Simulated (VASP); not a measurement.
# ZnO (P6_3mc) in VASP: a series of runs

Runs on ZnO. Level: r2SCAN. Tasks: single point.

Everything below comes from runs of VASP 6.6.1. Logs are shortened: lines on timing, memory, paths and dates and some standing lists are left out, and cuts for length are marked.

**1. The cell of the first run**

It takes space group P6_3mc (No. 186, hexagonal). Conventional cell: a = 3.148 Å, b = 3.148 Å, c = 5.064 Å, α = 90.00°, β = 90.00°, γ = 120.00°. Within 2.5 Å of Zn (site symmetry 3m) lie 4 O at 1.92 Å. O (site symmetry 3m) has 4 Zn at 1.92 Å within 2.5 Å.

**2. Single point, r2SCAN**

Contents of POSCAR:

```
ZnO
1.0
    3.1481778069      0.0000000000      0.0000000000
   -1.5740889035      2.7264019564      0.0000000000
    0.0000000000      0.0000000000      5.0636277753
Zn O
2 2
Direct
    0.3333333333      0.6666666667      0.4994955149
    0.6666666667      0.3333333333     -0.0005044851
    0.6666666667      0.3333333333      0.3795144851
    0.3333333333      0.6666666667      0.8795144851
```

Contents of INCAR.step1:

```
ALGO     = Normal         # electronic algorithm
EDIFF    = 1E-4           # SCF threshold, eV
ENCUT    = 520            # plane-wave cutoff, eV
GGA      = PE             # functional
ISMEAR   = 0              # smearing method
LASPH    = T              # aspherical terms in the spheres
LCHARG   = F              # write CHGCAR
LREAL    = F              # projectors in reciprocal space
LWAVE    = T              # write WAVECAR
NBANDS   = 26             # bands
NELM     = 80             # most SCF steps
PREC     = Accurate       # precision mode
SIGMA    = 0.01           # smearing width, eV
```

Contents of INCAR.step2:

```
ALGO     = Normal         # electronic algorithm
EDIFF    = 1E-7           # SCF threshold, eV
ENCUT    = 520            # plane-wave cutoff, eV
ISIF     = 2              # what is computed and relaxed
ISMEAR   = 0              # smearing method
ISTART   = 1            
LASPH    = T              # aspherical terms in the spheres
LCHARG   = F              # write CHGCAR
LMIXTAU  = T            
LREAL    = F              # projectors in reciprocal space
LWAVE    = F              # write WAVECAR
METAGGA  = R2SCAN         # meta-GGA
NBANDS   = 26             # bands
NELM     = 80             # most SCF steps
PREC     = Accurate       # precision mode
SIGMA    = 0.01           # smearing width, eV
```

Contents of KPOINTS:

```
k-points
0
Gamma
  8 8 4
```

Potentials or basis: VASP PAW PBE potentials, release 64 (Zn, O).

Started as:

```bash
> cat potpaw_PBE.64/Zn/POTCAR potpaw_PBE.64/O/POTCAR > POTCAR
> cp INCAR.step1 INCAR
> mpirun -np 1 vasp_std > vasp.out
> cp INCAR.step2 INCAR
> mpirun -np 1 vasp_std > vasp.out
```

OUTCAR:

```text
EDIFF = 1E-7
   ENCUT = 520
   ISIF = 2
   ISMEAR = 0
   ISTART = 1
   LASPH = T
   LREAL = F
   METAGGA = R2SCAN
   NELM = 80
   PREC = Accurate

 ion  position               nearest neighbor table
   1  0.333  0.667  0.499-   3 1.92   3 1.92   3 1.92   4 1.92
   2  0.667  0.333  0.999-   4 1.92   4 1.92   4 1.92   3 1.92
   3  0.667  0.333  0.380-   1 1.92   1 1.92   1 1.92   2 1.92
   4  0.333  0.667  0.880-   2 1.92   2 1.92   2 1.92   1 1.92

  LATTYP: Found a hexagonal cell.
 ALAT       =     3.1481778069
 C/A-ratio  =     1.6084313167

  Lattice vectors:

 A1 = (   3.1481778069,   0.0000000000,   0.0000000000)
 A2 = (  -1.5740889035,   2.7264019564,   0.0000000000)
 A3 = (   0.0000000000,   0.0000000000,   5.0636277753)

Analysis of symmetry for initial positions (statically):
=====================================================================
 Subroutine PRICEL returns:
 Original cell was already a primitive cell.

 Routine SETGRP: Setting up the symmetry group for a
 hexagonal supercell.

 Subroutine GETGRP returns: Found 12 space group operations
 (whereof  6 operations were pure point group operations)
 out of a pool of 24 trial point group operations.

The static configuration has the point symmetry C_3v.
 The point group associated with its full space group is C_6v.

Analysis of symmetry for dynamics (positions and initial velocities):
=====================================================================
 Subroutine PRICEL returns:
 Original cell was already a primitive cell.

 Routine SETGRP: Setting up the symmetry group for a
 hexagonal supercell.

 Subroutine GETGRP returns: Found 12 space group operations
 (whereof  6 operations were pure point group operations)
 out of a pool of 24 trial point group operations.

The dynamic configuration has the point symmetry C_3v.
 The point group associated with its full space group is C_6v.

 Subroutine INISYM returns: Found 12 space group operations
 (whereof  6 operations are pure point group operations),
 and found     1 'primitive' translations

----------------------------------------------------------------------------------------

                                     Primitive cell

  volume of cell :      43.4621

  direct lattice vectors                    reciprocal lattice vectors
     3.148177807  0.000000000  0.000000000     0.317644066  0.183391887  0.000000000
    -1.574088904  2.726401956  0.000000000     0.000000000  0.366783774  0.000000000
     0.000000000  0.000000000  5.063627775     0.000000000  0.000000000  0.197486870

  length of vectors
     3.148177807  3.148177807  5.063627775     0.366783774  0.366783774  0.197486870

  position of ions in fractional coordinates (direct lattice)
     0.333333333  0.666666667  0.499495515
     0.666666667  0.333333333  0.999495515
     0.666666667  0.333333333  0.379514485
     0.333333333  0.666666667  0.879514485

  ion indices of the primitive-cell ions
   primitive index   ion index
                 1           1
                 2           2
                 3           3
                 4           4

----------------------------------------------------------------------------------------

 KPOINTS: k-points

Automatic generation of k-mesh.
 Grid dimensions read from file:
 generate k-points for:    8    8    4

 Generating k-lattice:

  Cartesian coordinates                     Fractional coordinates (reciprocal lattice)
     0.039705508  0.022923986  0.000000000     0.125000000  0.000000000  0.000000000
     0.000000000  0.045847972  0.000000000     0.000000000  0.125000000  0.000000000
     0.000000000  0.000000000  0.049371717     0.000000000  0.000000000  0.250000000

  Length of vectors
     0.045847972  0.045847972  0.049371717

  Shift w.r.t. Gamma in fractional coordinates (k-lattice)
     0.000000000  0.000000000  0.000000000

 Subroutine IBZKPT returns following result:
 ===========================================

 Found     30 irreducible k-points:

 Following reciprocal coordinates:
            Coordinates               Weight
  0.000000  0.000000  0.000000      1.000000
  0.125000  0.000000  0.000000      6.000000
  0.250000  0.000000  0.000000      6.000000
  0.375000  0.000000  0.000000      6.000000
  0.500000  0.000000  0.000000      3.000000
  0.125000  0.125000  0.000000      6.000000
[... 16 lines left out ...]
  0.250000  0.000000  0.500000      6.000000
  0.375000  0.000000  0.500000      6.000000
 [... further k-points ...]
   k-points           NKPTS =     30   k-points in BZ     NKDIM =     30   number of bands    NBANDS=     26
   number of dos      NEDOS =    301   number of ions     NIONS =      4
   total plane-waves  NPLWV =  23040
   dimension x,y,z NGX =    24 NGY =   24 NGZ =   40
   dimension x,y,z NGXF=    48 NGYF=   48 NGZF=   80
   ions per type =               2   2
   NGX,Y,Z   is equivalent  to a cutoff of  12.67, 12.67, 13.13 a.u.
   NGXF,Y,Z  is equivalent  to a cutoff of  25.35, 25.35, 26.27 a.u.
 SYSTEM =  unknown system
   PREC   = accura    normal or accurate (medium, high low for compatibility)
   ISTART =      1    job   : 0-new  1-cont  2-samecut
   ICHARG =      0    charge: 1-file 2-atom 10-const
   ISPIN  =      1    spin polarized calculation?
   LNONCOLLINEAR =      F non collinear calculations
   LSORBIT =      F    spin-orbit coupling
   LASPH  =      T    aspherical Exc in radial PAW
   ENCUT  =  520.0 eV  38.22 Ry    6.18 a.u.   5.85  5.85  9.41*2*pi/ulx,y,z
   NELM   =     80;   NELMIN=  2; NELMDL=  0     # of ELM steps
   EDIFF  = 0.1E-06   stopping-criterion for ELM
   LREAL  =      F    real-space projection
   EDIFFG = 0.1E-05   stopping-criterion for IOM
   NSW    =      0    number of steps for IOM
   IBRION =     -1    ionic relax: 0-MD 1-quasi-New 2-CG
   NFREE  =      0    steps in history (QN), initial steepest desc. (CG)
   ISIF   =      2    stress and relaxation
   ISYM   =      2    0-nonsym 1-usesym 2-fastsym
   POTIM  = 0.5000    time-step for ionic-motion
   TEBEG  =    0.0;   TEEND  =   0.0 temperature during run
   PSTRESS=    0.0 pullay stress
   NELECT =      36.0000    total number of electrons
   NUPDOWN=      -1.0000    fix difference up-down
   EMIN   =  10.00;   EMAX   =-10.00  energy-range for DOS
   EFERMI =   0.00;   METHOD = LEGACY
   ISMEAR =     0;   SIGMA  =   0.01  broadening in eV -4-tet -1-fermi 0-gaus
   EFERMI_NEDOS =   21; number of points for ismear=-14 and -15
   IALGO  =     38    algorithm
   IMIX   =      4    mixing-type and parameters
     AMIX     =   0.40;   BMIX     =  1.00
     AMIX_MAG =   1.60;   BMIX_MAG =  1.00
  volume/ion in A,a.u.               =      10.87        73.32
  Fermi-wavevector in a.u.,A,eV,Ry     =   1.537465  2.905388 32.161451  2.363800
  Thomas-Fermi vector in A             =   2.643970
   LORBIT       =      0    0 simple, 1 ext, 2 COOP (PROOUT), +10 PAW based schemes
   METAGGA = R2SCAN    functional components
   LHFCALC =     F    Hartree Fock is set to
   AEXX    =    0.0000 exact exchange contribution
   IVDW    =     0    specifies the selected vdW correction
   LEPSILON=     F    determine dielectric tensor
   LRPA    =     F    only Hartree local field effects (RPA)
 non-spin polarized calculation
 Gauss-broadening in eV      SIGMA  =   0.01
  energy-cutoff  :      520.00
  volume of cell :       43.46
 maximum number of plane-waves:      1194
 NGX is ok and might be reduce to    24
   NGX = 11   NGY = 11   NGZ = 19

 number of electron      35.9999960 magnetization

 Free energy of the ion-electron system (eV)
  ---------------------------------------------------
  ext. energy  EPLUGINS =         0.00000000
  ---------------------------------------------------
  free energy    TOTEN  =       -36.12186261 eV

  energy without entropy =      -36.12186261  energy(sigma->0) =      -36.12186261

 E-fermi :   1.8484     XC(G=0): -12.2032

 val. band max:        1.7355684317   @ k =   0.0000   0.0000   0.0000
 cond. band min:       3.0978867966   @ k =   0.0000   0.0000   0.0000
 fundamental gap:      1.3623183649
 Fermi energy:         1.8484430077

 k-point     1 :       0.0000    0.0000    0.0000
  band No.  band energies     occupation
      1     -18.1534      2.00000
      2     -17.3224      2.00000
      3      -4.7334      2.00000
      4      -4.6035      2.00000
      5      -4.6034      2.00000
      6      -4.5261      2.00000
[... 18 lines left out ...]
     25      17.4225      0.00000
     26      17.4227      0.00000

 k-point     2 :       0.1250    0.0000    0.0000
  band No.  band energies     occupation
      1     -18.0564      2.00000
      2     -17.2798      2.00000
      3      -4.7338      2.00000
      4      -4.5818      2.00000
      5      -4.5448      2.00000
      6      -4.4729      2.00000
[... 18 lines left out ...]
     25      17.4434      0.00000
     26      17.6353      0.00000

 k-point     3 :       0.2500    0.0000    0.0000
  band No.  band energies     occupation
      1     -17.8060      2.00000
      2     -17.1844      2.00000
      3      -4.9390      2.00000
      4      -4.5334      2.00000
      5      -4.4140      2.00000
      6      -4.3068      2.00000
[... 18 lines left out ...]
     25      16.5092      0.00000
     26      17.4297      0.00000

 k-point     4 :       0.3750    0.0000    0.0000
  band No.  band energies     occupation
      1     -17.5165      2.00000
      2     -17.1151      2.00000
      3      -5.0101      2.00000
      4      -4.6421      2.00000
      5      -4.3100      2.00000
      6      -4.0752      2.00000
[... 18 lines left out ...]
     25      16.3544      0.00000
     26      17.4968      0.00000

 k-point     5 :       0.5000    0.0000    0.0000
  band No.  band energies     occupation
      1     -17.3670      2.00000
      2     -17.1117      2.00000
      3      -4.9195      2.00000
      4      -4.7711      2.00000
      5      -4.2773      2.00000
      6      -3.9386      2.00000
[... 18 lines left out ...]
     25      16.1493      0.00000
     26      17.6824      0.00000

 k-point     6 :       0.1250    0.1250    0.0000
  band No.  band energies     occupation
      1     -17.8824      2.00000
      2     -17.2108      2.00000
      3      -4.8319      2.00000
      4      -4.6101      2.00000
      5      -4.3922      2.00000
      6      -4.3831      2.00000
[... 427 lines left out ...]
 k-point    21 :       0.0000    0.0000    0.5000
  band No.  band energies     occupation
      1     -17.7502      2.00000
      2     -17.7502      2.00000
      3      -4.8841      2.00000
      4      -4.8841      2.00000
      5      -4.5142      2.00000
      6      -4.5142      2.00000
[... 18 lines left out ...]
     25      16.1869      0.00000
     26      16.1869      0.00000

 k-point    22 :       0.1250    0.0000    0.5000
  band No.  band energies     occupation
      1     -17.6768      2.00000
      2     -17.6768      2.00000
      3      -4.9419      2.00000
      4      -4.9419      2.00000
      5      -4.4588      2.00000
      6      -4.4588      2.00000
[... 18 lines left out ...]
     25      16.3644      0.00000
     26      16.3644      0.00000

 k-point    23 :       0.2500    0.0000    0.5000
  band No.  band energies     occupation
      1     -17.4959      2.00000
      2     -17.4959      2.00000
      3      -5.0653      2.00000
      4      -5.0653      2.00000
      5      -4.2966      2.00000
      6      -4.2966      2.00000
[... 18 lines left out ...]
     25      16.6843      0.00000
     26      16.6843      0.00000

 k-point    24 :       0.3750    0.0000    0.5000
  band No.  band energies     occupation
      1     -17.3082      2.00000
      2     -17.3082      2.00000
      3      -5.1458      2.00000
      4      -5.1458      2.00000
      5      -4.0878      2.00000
      6      -4.0878      2.00000
[... 18 lines left out ...]
     25      16.8531      0.00000
     26      16.8531      0.00000

 [... further k-points ...]
[... 5 lines left out ...]
  --------------------------------------------------------------------------------------
  -------------------------------------------------------------------------------------
  Total        4.4841773      4.4841773      4.5361854     -0.0000000     -0.0000000      0.0000000
  in kB      165.3036504    165.3036504    167.2208663     -0.0000000     -0.0000000      0.0000000
  external PRESSURE =     165.9427224 kB  Pullay stress =       0.0000000 kB

 VOLUME and BASIS-vectors are now :
 -----------------------------------------------------------------------------
  energy-cutoff  :      520.00
  volume of cell :       43.46
      direct lattice vectors                 reciprocal lattice vectors
     3.148177807  0.000000000  0.000000000     0.317644066  0.183391887  0.000000000
    -1.574088904  2.726401956  0.000000000     0.000000000  0.366783774  0.000000000
     0.000000000  0.000000000  5.063627775     0.000000000  0.000000000  0.197486870

 POSITION                                       TOTAL-FORCE (eV/Angst)
 -----------------------------------------------------------------------------------
     -0.00000      1.81760      2.52926         0.000000     -0.000000     -0.003770
      1.57409      0.90880      5.06107        -0.000000      0.000000     -0.003770
      1.57409      0.90880      1.92172         0.000000     -0.000000      0.003770
     -0.00000      1.81760      4.45353         0.000000      0.000000      0.003770
 -----------------------------------------------------------------------------------
    total drift:                                0.000000      0.000000     -0.051575

  FREE ENERGIE OF THE ION-ELECTRON SYSTEM (eV)
  ---------------------------------------------------
  free  energy   TOTEN  =       -36.1218626149 eV

  energy  without entropy=      -36.1218626149  energy(sigma->0) =      -36.12186261
```

Run time: 89 s. Hardware: 1 thread of Intel Xeon Platinum 8559C (Emerald Rapids), shared host; peak memory 0.17 GiB.

Results:

```
Free energy            : -36.1219 eV
Pressure               : 16.6 GPa
Largest force          : 0.004 eV/Å
Band gap on the k mesh : 1.36 eV, direct
```

Forces on the atoms (eV/Å):
```
Zn   0.000  0.000 -0.004
Zn   0.000  0.000 -0.004
O    0.000  0.000  0.004
O    0.000  0.000  0.004
```

Caveat: the PAW data sets were made with another functional, which shifts forces and pressure a little.

**3. Single point, r2SCAN**

POSCAR is that of step 2.

Contents of INCAR.step1:

```
SYSTEM = ZnO
PREC = Accurate
ENCUT = 520
ISMEAR = 0
SIGMA = 0.01
LREAL = .False.
LASPH = .True.
NELM = 80
NBANDS = 26
GGA = PE
ALGO = Normal
EDIFF = 1E-4
LWAVE = .True.
LCHARG = .False.
```

Contents of INCAR.step2:

```
SYSTEM = ZnO
PREC = Accurate
ENCUT = 520
EDIFF = 1E-6
ISMEAR = 0
SIGMA = 0.01
LREAL = .False.
LASPH = .True.
NELM = 80
ALGO = Normal
ISIF = 2
LWAVE = .False.
LCHARG = .False.
METAGGA = R2SCAN
LMIXTAU = .True.
NBANDS = 26
ISTART = 1
```

Contents of KPOINTS:

```
regular mesh
0
Gamma
  8 8 4
  0 0 0
```

Potentials or basis: VASP PAW PBE potentials, release 64 (Zn, O).

Started as:

```bash
> cat potpaw_PBE.64/Zn/POTCAR potpaw_PBE.64/O/POTCAR > POTCAR
> cp INCAR.step1 INCAR
> mpirun -np 1 vasp_std > vasp.out
> cp INCAR.step2 INCAR
> mpirun -np 1 vasp_std > vasp.out
```

It took 70 s on 1 thread of Intel Xeon Platinum 8559C (Emerald Rapids), shared host; peak memory 0.17 GiB.

The run converged. Its results:

- Free energy: -36.1219 eV
- Pressure: 16.6 GPa
- Largest force: 0.004 eV/Å
- Band gap on the k mesh: 1.36 eV, direct

Forces on the atoms (eV/Å):
```
Zn   0.000  0.000 -0.004
Zn   0.000  0.000 -0.004
O    0.000  0.000  0.004
O    0.000  0.000  0.004
```

Stress tensor (GPa, compression positive):
```
16.56  0.00  0.00
 0.00 16.56  0.00
 0.00  0.00 16.75
```

Levels at points of the mesh, in eV from the valence-band top:
| k point | band 14 | band 15 | band 16 | band 17 | band 18 | band 19 | band 20 | band 21 | band 22 | band 23 |
| --- | --- | --- | --- | --- | --- | --- | --- | --- | --- | --- |
| (0.00, 0.00, 0.00) | -0.92 | -0.92 | -0.13 | 0.00 | 0.00 | 1.36 | 6.19 | 9.14 | 14.15 | 14.15 |
| (0.50, 0.00, 0.00) | -3.87 | -3.12 | -2.63 | -1.44 | -0.99 | 6.80 | 7.47 | 8.19 | 9.89 | 11.88 |
| (0.00, 0.00, 0.50) | -2.31 | -0.46 | -0.46 | -0.46 | -0.46 | 4.15 | 4.15 | 11.19 | 11.19 | 14.45 |
| (0.50, 0.00, 0.50) | -3.97 | -1.75 | -1.75 | -1.57 | -1.57 | 6.38 | 6.38 | 9.69 | 9.69 | 12.37 |

Caveat: the PAW data sets were made with another functional, which shifts forces and pressure a little. r2SCAN opens gaps a little over a GGA but as a rule still falls short of measured ones.
